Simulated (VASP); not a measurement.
Here is a VASP 6.6.1 calculation.

File INCAR:

```
SYSTEM = BP
  ALGO = Normal
  EDIFF = 1E-7
  ENCUT = 520
  GGA = PE
  ISIF = 2
  ISMEAR = 0
  LASPH = .TRUE.
  LCHARG = .FALSE.
  LREAL = .FALSE.
  LWAVE = .FALSE.
  NBANDS = 11
  NELM = 80
  PREC = Accurate
  SIGMA = 0.05
```

KPOINTS

```
k-points
0
G
  10 10 10
  0 0 0
```

POSCAR

```
BP
1.0
    0.0000000000      2.5242625000      2.2690000000
    2.5242625000      0.0000000000      2.2690000000
    2.5242625000      2.5242625000      0.0000000000
B P
1 1
Direct
    0.0000000000      0.0000000000      0.0000000000
    0.7500000000      0.7500000000      0.7500000000
```

Potentials or basis: VASP PAW PBE potentials, release 64 (B, P).

Launch:

```console
$ cat potpaw_PBE.64/B/POTCAR potpaw_PBE.64/P/POTCAR > POTCAR
$ mpirun -np 1 vasp_std > vasp.out
```

**Question.** What does it give for the band gap on the k mesh?

**Answer.** 0.15 eV, indirect (least direct gap 2.25 eV).

**Question.** What does it give for the pressure?

**Answer.** -22.3 GPa.

Stress tensor (GPa, compression positive):
```
-29.04   0.00   0.00
  0.00 -29.04   0.00
  0.00   0.00  -8.95
```

Caveat: the cell differs from its parent crystal (strain +0.1125 x Voigt [1, 1, 0, 0, 0, 0]). A k mesh can miss the band edges.
